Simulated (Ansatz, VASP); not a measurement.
**One calculation of Sb2P3H, two programs**

```
Sb H P
1.0
    -3.08029    3.08029    3.56875
     3.08029   -3.08029    3.56875
     3.08029    3.08029   -3.56875
Sb H P
2 1 3
Direct
  0.50000 0.00000 0.50000
  0.00000 0.50000 0.50000
  0.50000 0.50000 0.00000
  0.75000 0.25000 0.50000
  0.25000 0.75000 0.50000
  0.00000 0.00000 0.00000
```

Alike in both runs: task relaxation of cell and atoms; functional PBE; k mesh 4 × 4 × 4; occupations gaussian, width 0.1 eV; no spin polarisation.

```csv
,VASP,Ansatz
version,VASP 6.6.1,Ansatz 0.2.0
potentials or method,"VASP PAW PBE potentials, release 64 (Sb, H, P), cutoff 600 eV","scalar-relativistic, plane waves, PAW"
valence electrons in the cell,26,46
```

|  | VASP | Ansatz | Ansatz less VASP |
| --- | --- | --- | --- |
| gap on the k mesh at the Fermi level, each at its own relaxed structure (eV) | none | none | - |
| relaxed volume (Å³/atom) | 22.75 | 22.91 | +0.159 |
| relaxed cell length with the largest relative difference (Å) | 6.363 | 6.364 | +0.0010 |

A gap of «none» marks a metal or a gap that the smearing closes. VASP's potentials hold 26 valence electrons a cell and Ansatz's 46, so a difference there can come from the potentials and not from the codes.

The k mesh is coarse, so the values compare programs but aren't converged. Spin-orbit coupling is off throughout.
